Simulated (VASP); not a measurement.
# KP3 (R-3m) in VASP: notebook, part 2 of 2

VASP 6.6.1. Earlier steps stand in the parts before.

### Step 3. Single point, PBE

This run uses another cell than the first one, of 34.22 Å³/atom.

INCAR reads:

```
  PREC = Accurate
  ENCUT = 520
  EDIFF = 1E-7
  ISMEAR = 0
  SIGMA = 0.02
  LREAL = F
  LASPH = T
  NELM = 60
  ALGO = Normal
  ISIF = 2
  LWAVE = F
  LCHARG = F
  GGA = PE
  NBANDS = 34
```

KPOINTS reads:

```
Automatic mesh
0
Gamma
  6 6 6
```

POSCAR reads:

```
KP3
1.0
    4.0380073992      2.3313446589      4.8463224336
   -4.0380073992      2.3313446589      4.8463224336
    0.0000000000     -4.6626893178      4.8463224336
K P
2 6
Direct
    0.2526635924      0.2526635924      0.2526635924
    0.7473364076      0.7473364076      0.7473364076
    0.8308091546      0.1985080992      0.8308091546
    0.8308091546      0.8308091546      0.1985080992
    0.1985080992      0.8308091546      0.8308091546
    0.1691908454      0.8014919008      0.1691908454
    0.8014919008      0.1691908454      0.1691908454
    0.1691908454      0.1691908454      0.8014919008
```

Potentials or basis: VASP PAW PBE potentials, release 64 (K_sv, P).

The run is started by

```
> cat potpaw_PBE.64/K_sv/POTCAR potpaw_PBE.64/P/POTCAR > POTCAR
> mpirun -np 1 vasp_std > vasp.out
```

OUTCAR:

```text
PREC = Accurate
   ENCUT = 520
   EDIFF = 1E-7
   ISMEAR = 0
   LREAL = F
   LASPH = T
   NELM = 60
   ISIF = 2
   GGA = PE

 ion  position               nearest neighbor table
   1  0.253  0.253  0.253-
   2  0.747  0.747  0.747-
   3  0.831  0.199  0.831-   7 2.19   8 2.19
   4  0.831  0.831  0.199-   6 2.19   7 2.19
   5  0.199  0.831  0.831-   6 2.19   8 2.19
   6  0.169  0.801  0.169-   5 2.19   4 2.19
   7  0.801  0.169  0.169-   3 2.19   4 2.19
   8  0.169  0.169  0.801-   3 2.19   5 2.19

  LATTYP: Found a trigonal (rhomboedric) cell.
 ALAT       =     6.7251403558
 COS(alpha) =     0.2789564252

  Lattice vectors:

 A1 = (   4.0380073992,   2.3313446589,   4.8463224336)
 A2 = (  -4.0380073992,   2.3313446589,   4.8463224336)
 A3 = (   0.0000000000,  -4.6626893178,   4.8463224336)

Analysis of symmetry for initial positions (statically):
=====================================================================
 Subroutine PRICEL returns:
 Original cell was already a primitive cell.
[... 179 lines left out ...]

  energy without entropy =      -35.05047763  energy(sigma->0) =      -35.05047763

 E-fermi :   1.3532     XC(G=0):  -7.1075

 val. band max:        1.2023869046   @ k =   0.5000   0.5000   0.5000
 cond. band min:       2.0524954941   @ k =   0.5000   0.5000   0.0000
 fundamental gap:      0.8501085895
 Fermi energy:         1.3532480930

 k-point     1 :       0.0000    0.0000    0.0000
  band No.  band energies     occupation
      1     -29.1428      2.00000
      2     -29.1420      2.00000
      3     -12.7375      2.00000
      4     -12.6597      2.00000
      5     -12.6597      2.00000
      6     -12.6476      2.00000
[... 877 lines left out ...]
     33       6.1505      0.00000
     34       6.4470      0.00000

 [... further k-points ...]
[... 5 lines left out ...]
  --------------------------------------------------------------------------------------
  -------------------------------------------------------------------------------------
  Total       -0.2430362     -0.2430362     -0.2002008      0.0000000      0.0000000     -0.0000000
  in kB       -1.4224743     -1.4224743     -1.1717618      0.0000000      0.0000000     -0.0000000
  external PRESSURE =      -1.3389035 kB  Pullay stress =       0.0000000 kB

 VOLUME and BASIS-vectors are now :
 -----------------------------------------------------------------------------
  energy-cutoff  :      520.00
  volume of cell :      273.74
      direct lattice vectors                 reciprocal lattice vectors
     4.038007399  2.331344659  4.846322434     0.123823448  0.071489501  0.068780676
    -4.038007399  2.331344659  4.846322434    -0.123823448  0.071489501  0.068780676
     0.000000000 -4.662689318  4.846322434     0.000000000 -0.142979002  0.068780676

 POSITION                                       TOTAL-FORCE (eV/Angst)
 -----------------------------------------------------------------------------------
      0.00000      0.00000      3.67347        -0.000000      0.000000      0.004750
      0.00000      0.00000     10.86550        -0.000000      0.000000     -0.004750
      2.55324     -1.47411      9.01477         0.039259     -0.022666      0.060148
      0.00000      2.94822      9.01477        -0.000000      0.045333      0.060148
     -2.55324     -1.47411      9.01477        -0.039259     -0.022666      0.060148
     -2.55324      1.47411      5.52419        -0.039259      0.022666     -0.060148
      2.55324      1.47411      5.52419         0.039259      0.022666     -0.060148
      0.00000     -2.94822      5.52419        -0.000000     -0.045333     -0.060148
 -----------------------------------------------------------------------------------
    total drift:                                0.000000      0.000000     -0.000000

  FREE ENERGIE OF THE ION-ELECTRON SYSTEM (eV)
  ---------------------------------------------------
  free  energy   TOTEN  =       -35.0504776282 eV

  energy  without entropy=      -35.0504776282  energy(sigma->0) =      -35.05047763
```

OSZICAR:

```text
N       E                     dE             d eps       ncg     rms          rms(c)
DAV:   1     0.273146325102E+03    0.27315E+03   -0.19516E+04  2176   0.117E+03
DAV:   2    -0.118928056750E+02   -0.28504E+03   -0.27425E+03  2758   0.266E+02
DAV:   3    -0.351891465930E+02   -0.23296E+02   -0.23005E+02  3304   0.654E+01
DAV:   4    -0.359690166144E+02   -0.77987E+00   -0.77762E+00  3240   0.126E+01
DAV:   5    -0.360233713990E+02   -0.54355E-01   -0.54343E-01  3528   0.200E+00    0.120E+01
DAV:   6    -0.351468241244E+02    0.87655E+00   -0.15935E+00  2512   0.438E+00    0.668E+00
DAV:   7    -0.350285327043E+02    0.11829E+00   -0.97972E-01  2840   0.322E+00    0.210E+00
DAV:   8    -0.350469264906E+02   -0.18394E-01   -0.20339E-01  2800   0.176E+00    0.610E-01
DAV:   9    -0.350473288417E+02   -0.40235E-03   -0.25609E-02  2504   0.633E-01    0.196E-01
DAV:  10    -0.350496323978E+02   -0.23036E-02   -0.55350E-03  2926   0.328E-01    0.993E-02
DAV:  11    -0.350504519318E+02   -0.81953E-03   -0.13131E-03  2550   0.162E-01    0.702E-02
DAV:  12    -0.350504352891E+02    0.16643E-04   -0.71784E-05  2858   0.393E-02    0.400E-02
DAV:  13    -0.350504721929E+02   -0.36904E-04   -0.14037E-04  2292   0.472E-02    0.110E-02
DAV:  14    -0.350504763115E+02   -0.41186E-05   -0.21429E-05  2876   0.176E-02    0.670E-03
DAV:  15    -0.350504774293E+02   -0.11178E-05   -0.28439E-06  2344   0.753E-03    0.377E-03
DAV:  16    -0.350504776492E+02   -0.21989E-06   -0.41271E-07  2640   0.284E-03    0.948E-04
DAV:  17    -0.350504776282E+02    0.21019E-07   -0.43949E-08  1674   0.941E-04
   1 F= -.35050478E+02 E0= -.35050478E+02  d E =-.203548E-28
```

Wall time 3 min (1 thread of Intel Xeon 6975P-C (Granite Rapids), shared host); peak memory 0.47 GiB.

What came out:

* Free energy: -35.0505 eV
* Pressure: -0.1 GPa
* Largest force: 0.075 eV/Å
* Band gap on the k mesh: 0.85 eV (least direct gap 0.98 eV)

Forces on the atoms (eV/Å):
```
K    0.000  0.000  0.005
K    0.000  0.000 -0.005
P    0.039 -0.023  0.060
P    0.000  0.045  0.060
P   -0.039 -0.023  0.060
P   -0.039  0.023 -0.060
P    0.039  0.023 -0.060
P    0.000 -0.045 -0.060
```

A k mesh can miss the band edges.
